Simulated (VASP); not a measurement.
Wanted: the native input for a VASP 6.6.1 run.

```yaml
Task: relaxation of cell and atoms
Functional: LDA
Potentials_or_basis: VASP PAW LDA potentials, release 64 (Ta_pv)
Cutoff: 600 eV
k_mesh: 20 × 20 × 20
Occupations: fermi-dirac, width 0.15 eV
Spin: no spin polarisation
Dipole_correction: no
Further_INCAR_settings: ALGO = Fast; EDIFF = 1e-07; IBRION = 2; EDIFFG = -0.001; NSW = 80; ISIF = 3
```

The structure of Ta lies in POSCAR:

```
Ta
1.0
   -1.6264339746      1.6264339746      1.6264339746
    1.6264339746     -1.6264339746      1.6264339746
    1.6264339746      1.6264339746     -1.6264339746
Ta
1
Direct
    0.0000000000      0.0000000000      0.0000000000
```

One way to write it, as run:

INCAR

```
SYSTEM = Ta
PREC = Accurate ; ENCUT = 600
EDIFF = 1E-7 ; ISMEAR = -1
SIGMA = 0.15 ; LREAL = .FALSE.
LASPH = .TRUE. ; NELM = 80
ALGO = Fast ; ISIF = 3
LWAVE = .FALSE. ; LCHARG = .FALSE.
GGA = CA ; IBRION = 2
NSW = 80 ; EDIFFG = -0.001
```

KPOINTS

```
regular mesh
0
G
  20 20 20
  0 0 0
```

Potentials or basis: VASP PAW LDA potentials, release 64 (Ta_pv).

Run with:

```bash
$ cat potpaw_LDA.64/Ta_pv/POTCAR > POTCAR
$ mpirun -np 1 vasp_std > vasp.out
```

Results of the run:

```json
{
  "Relaxed volume": "17.32 Å³/atom",
  "Relaxed cell": "a = 2.823 Å, b = 2.823 Å, c = 2.823 Å, α = 109.47°, β = 109.47°, γ = 109.47°",
  "Space group after relaxing (to 0.05 Å)": "Im-3m (No. 229)",
  "Energy gained by relaxing": "0.5 meV/atom",
  "Ionic steps": "4",
  "Pressure after relaxing": "0.0 GPa"
}
```

Run time: 93 s on 1 thread of Intel Xeon 6975P-C, with other jobs on the host, peak memory 0.18 GiB.
